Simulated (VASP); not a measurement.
PbSe (Clausthalite), 2 atoms in the cell. It takes space group Fm-3m (No. 225, cubic). The conventional cell has a = 6.121 Å, b = 6.121 Å, c = 6.121 Å, α = 90.00°, β = 90.00°, γ = 90.00°. Pb (site symmetry m-3m) has 6 Se at 3.06 Å within 4.0 Å. Se (site symmetry m-3m) has 6 Pb at 3.06 Å within 4.0 Å. 

- Program: VASP 6.6.1
- Task: single point
- Functional: LDA
- Potentials or basis: VASP PAW LDA potentials, release 64 (Pb_d, Se)
- Cutoff: 500 eV
- k mesh: 4 × 4 × 4
- Occupations: gaussian, width 0.01 eV
- Spin: no spin polarisation
- Dipole correction: no
- Further INCAR settings: ALGO = Normal; EDIFF = 1e-06; NBANDS = 17

Potentials or basis: VASP PAW LDA potentials, release 64 (Pb_d, Se).

The run is started by

```console
$ cat potpaw_LDA.64/Pb_d/POTCAR potpaw_LDA.64/Se/POTCAR > POTCAR
$ mpirun -np 1 vasp_std > vasp.out
```

Hardware: 1 thread of Intel(R) Xeon(R) Platinum 8259CL CPU @ 2.50GHz (Skylake/Cascade Lake), with other jobs on the host.

Task: Estimate the wall time of this run.

Result: It took 8.5 s on 1 thread of Intel(R) Xeon(R) Platinum 8259CL CPU @ 2.50GHz (Skylake/Cascade Lake), with other jobs on the host, peak memory 0.15 GiB. Counts: scf iterations 12, k points 8.
